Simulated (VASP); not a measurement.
Input of a VASP 6.6.1 run:

Contents of POSCAR:

```
Hf
1.0
    0.0000000000      2.3435811662      1.9920439913
    2.3435811662      0.0000000000      1.9920439913
    2.3435811662      2.3435811662      0.0000000000
Hf
1
Direct
    0.0000000000      0.0000000000      0.0000000000
```

The input INCAR.step1:

```
PREC = Accurate ; ENCUT = 520
ISMEAR = 0 ; SIGMA = 0.15
LREAL = False ; LASPH = True
NELM = 100 ; NBANDS = 11
GGA = PE ; ALGO = Normal
EDIFF = 1E-4 ; LWAVE = True
LCHARG = False
```

Contents of INCAR.step2:

```
PREC = Accurate ; ENCUT = 520
EDIFF = 1E-7 ; ISMEAR = 0
SIGMA = 0.15 ; LREAL = False
LASPH = True ; NELM = 100
ALGO = Normal ; ISIF = 2
LWAVE = False ; LCHARG = False
METAGGA = R2SCAN ; LMIXTAU = True
NBANDS = 11 ; ISTART = 1
```

Contents of KPOINTS:

```
regular mesh
0
Gamma
  20 20 20
```

Potentials or basis: VASP PAW PBE potentials, release 64 (Hf_pv).

Launch:

```sh
$ cat potpaw_PBE.64/Hf_pv/POTCAR > POTCAR
$ cp INCAR.step1 INCAR
$ mpirun -np 1 vasp_std > vasp.out
$ cp INCAR.step2 INCAR
$ mpirun -np 1 vasp_std > vasp.out
```

Task: Estimate the band gap on the k mesh.

Result: Zero (band 5 reaches 6.22 eV, above the bottom of band 6 at 3.91 eV).

Task: What does it give for the pressure?

Result: 2.0 GPa.

Stress tensor (GPa, compression positive):
```
0.06 0.00 0.00
0.00 0.06 0.00
0.00 0.00 5.79
```

Caveat: the PAW data sets were made with another functional, which shifts forces and pressure a little; spin-orbit coupling is left out, which moves the levels of the heavy elements.
